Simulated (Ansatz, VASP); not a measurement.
**Au in VASP and in Ansatz**

```
Au
1.0
     5.19910    0.00000    0.00000
     0.00000    5.19910    0.00000
     0.00000    0.00000    5.19910
Au
8
Direct
  0.50000 0.50000 0.50000
  0.00000 0.00000 0.00000
  0.25000 0.00000 0.50000
  0.50000 0.25000 0.00000
  0.50000 0.75000 0.00000
  0.75000 0.00000 0.50000
  0.00000 0.50000 0.75000
  0.00000 0.50000 0.25000
```

Alike in both runs: functional PBEsol; k mesh 4 × 4 × 4; occupations gaussian, width 0.1 eV; no spin polarisation.

Ansatz relaxed the structure, and its values are those at the end. VASP's run is a single point on that final structure, the one shown.

|  | VASP | Ansatz |
| --- | --- | --- |
| version | VASP 6.6.1 | Ansatz 0.2.0 |
| potentials or method | VASP PAW PBE potentials, release 64 (Au), cutoff 520 eV | scalar-relativistic, plane waves, PAW |
| valence electrons in the cell | 88 | 152 |

Ansatz gave:

```
gap on the k mesh at the Fermi level (eV) : none
pressure (GPa)                            : 0.0
```

Q: Which values does VASP return?

A: gap on the k mesh at the Fermi level (eV): none; pressure (GPa): -0.3.

VASP's potentials were made for PBE, not for PBEsol. A gap of «none» marks a metal or a gap that the smearing closes. VASP's potentials hold 88 valence electrons a cell and Ansatz's 152, so a difference there can come from the potentials and not from the codes.

Spin-orbit coupling is off throughout.
